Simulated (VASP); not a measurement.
Here is a VASP 6.6.1 calculation.

Contents of POSCAR:

```
TiSi2
1.0
   -4.1112230000      2.3825730000      0.0000000000
    0.0000000000      2.3825730000      4.2544870000
    4.1112230000      2.3825730000      0.0000000000
Ti Si
2 4
Direct
    0.0000000000      0.0000000000      0.0000000000
    0.7500000000      0.5000000000      0.2500000000
    0.6670000000      0.0000000000      0.3330000000
    0.3330000000      0.0000000000      0.6670000000
    0.0830000000      0.5000000000      0.9170000000
    0.4170000000      0.5000000000      0.5830000000
```

The input INCAR.step1:

```
SYSTEM = TiSi2
PREC = Accurate
ENCUT = 520
ISMEAR = -1
SIGMA = 0.0224
LREAL = .False.
LASPH = .True.
NELM = 60
NBANDS = 29
GGA = PE
ALGO = Normal
EDIFF = 1E-4
LWAVE = .True.
LCHARG = .False.
```

The input INCAR.step2:

```
SYSTEM = TiSi2
PREC = Accurate
ENCUT = 520
EDIFF = 1E-7
ISMEAR = -1
SIGMA = 0.0224
LREAL = .False.
LASPH = .True.
NELM = 60
ALGO = Normal
ISIF = 2
LWAVE = .False.
LCHARG = .True.
METAGGA = R2SCAN
LMIXTAU = .True.
LELF = .True.
LVHAR = .True.
NBANDS = 29
ISTART = 1
```

KPOINTS

```
Automatic mesh
0
Gamma
  7 7 7
  0 0 0
```

Potentials or basis: VASP PAW PBE potentials, release 64 (Ti_sv, Si).

Run with:

```sh
$ cat potpaw_PBE.64/Ti_sv/POTCAR potpaw_PBE.64/Si/POTCAR > POTCAR
$ cp INCAR.step1 INCAR
$ mpirun -np 1 vasp_std > vasp.out
$ cp INCAR.step2 INCAR
$ mpirun -np 1 vasp_std > vasp.out
```

Problem. Predict the pressure.

Solution. 1.0 GPa.

Problem. Estimate the band gap on the k mesh.

Solution. Zero (band 20 reaches 11.09 eV, above the bottom of band 21 at 9.10 eV).

Problem. Estimate the largest force.

Solution. 0.248 eV/Å.

Forces on the atoms (eV/Å):
```
Ti   0.000  0.000  0.000
Ti   0.000  0.000  0.000
Si   0.248  0.000  0.000
Si  -0.248  0.000  0.000
Si  -0.248  0.000  0.000
Si   0.248  0.000  0.000
```

Caveat: the PAW data sets were made with another functional, which shifts forces and pressure a little.
